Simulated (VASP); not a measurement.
A run of VASP 6.6.1:

INCAR

```
SYSTEM = ZnCo3C
ALGO = Normal ; EDIFF = 1E-7
ENCUT = 520 ; GGA = PS
ISIF = 2 ; ISMEAR = -1
ISPIN = 2 ; LASPH = .TRUE.
LCHARG = .FALSE. ; LMAXMIX = 4
LORBIT = 11 ; LREAL = .FALSE.
LWAVE = .FALSE. ; MAGMOM = 0 3.2 3.2 3.2 0
NBANDS = 34 ; NELM = 150
PREC = Accurate ; SIGMA = 0.2
```

Contents of KPOINTS:

```
k-points
0
G
  6 6 6
  0 0 0
```

File POSCAR:

```
ZnCo3C
1.0
    3.6637734364      0.0000000000      0.0000000000
    0.0000000000      3.6637734364      0.0000000000
    0.0000000000      0.0000000000      3.6637734364
Zn Co C
1 3 1
Direct
    0.0000000000      0.0000000000      0.0000000000
    0.0000000000      0.5000000000      0.5000000000
    0.5000000000      0.5000000000      0.0000000000
    0.5000000000      0.0000000000      0.5000000000
    0.5000000000      0.5000000000      0.5000000000
```

Potentials or basis: VASP PAW PBE potentials, release 64 (Zn, Co, C).

Launch:

```sh
$ cat potpaw_PBE.64/Zn/POTCAR potpaw_PBE.64/Co/POTCAR potpaw_PBE.64/C/POTCAR > POTCAR
$ mpirun -np 1 vasp_std > vasp.out
```

Hardware: 1 thread of Oxide Virtual Turin-like Processor (shared host).

Question: Estimate the wall time of this run.

Answer: Run time: 96 s on 1 thread of Oxide Virtual Turin-like Processor (shared host), peak memory 0.17 GiB. Counts: scf iterations 20, k points 20.
